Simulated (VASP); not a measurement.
Au:

```
Au
1.0
     0.00000    2.03500    2.03500
     2.03500    0.00000    2.03500
     2.03500    2.03500    0.00000
Au
1
Direct
  0.00000 0.00000 0.00000
```

- Program: VASP 6.6.1
- Task: relaxation of cell and atoms
- Functional: PBEsol
- Dispersion: D3(BJ)
- Potentials or basis: VASP PAW PBE potentials, release 64 (Au)
- Cutoff: 600 eV
- k mesh: 11 × 11 × 11
- Occupations: fermi-dirac, width 0.05 eV
- Spin: no spin polarisation

At the start: pressure -4.7 GPa; volume 16.85 Å³/atom.

**Question.** Where does the relaxation end?

**Answer.** Over 3 steps the energy falls by 6.4 meV/atom and the volume is 16.44 Å³/atom (-2.5 %); space group Fm-3m (No. 225, to 0.05 Å).

Step by step:
| step | energy change (eV) | largest force (eV/Å) | pressure (GPa) | volume (Å³) |
| --- | --- | --- | --- | --- |
| 1 | 0.0000 | 0.0000 | -4.72 | 16.85 |
| 2 | 0.0178 | 0.0000 | 10.80 | 15.67 |
| 3 | -0.0064 | 0.0000 | -0.07 | 16.44 |

Final structure:
```cif
data_structure
_symmetry_space_group_name_H-M 'P 1'
_symmetry_Int_Tables_number 1
_cell_length_a 2.8540
_cell_length_b 2.8540
_cell_length_c 2.8540
_cell_angle_alpha 60.000
_cell_angle_beta 60.000
_cell_angle_gamma 60.000
_cell_volume 16.44
loop_
_atom_site_label
_atom_site_type_symbol
_atom_site_fract_x
_atom_site_fract_y
_atom_site_fract_z
_atom_site_occupancy
Au1 Au 0.00000 0.00000 0.00000 1
```

Caveat: the PAW data sets were made with another functional, which shifts forces and pressure a little; pairwise dispersion overbinds metals, which lowers pressure and volume.
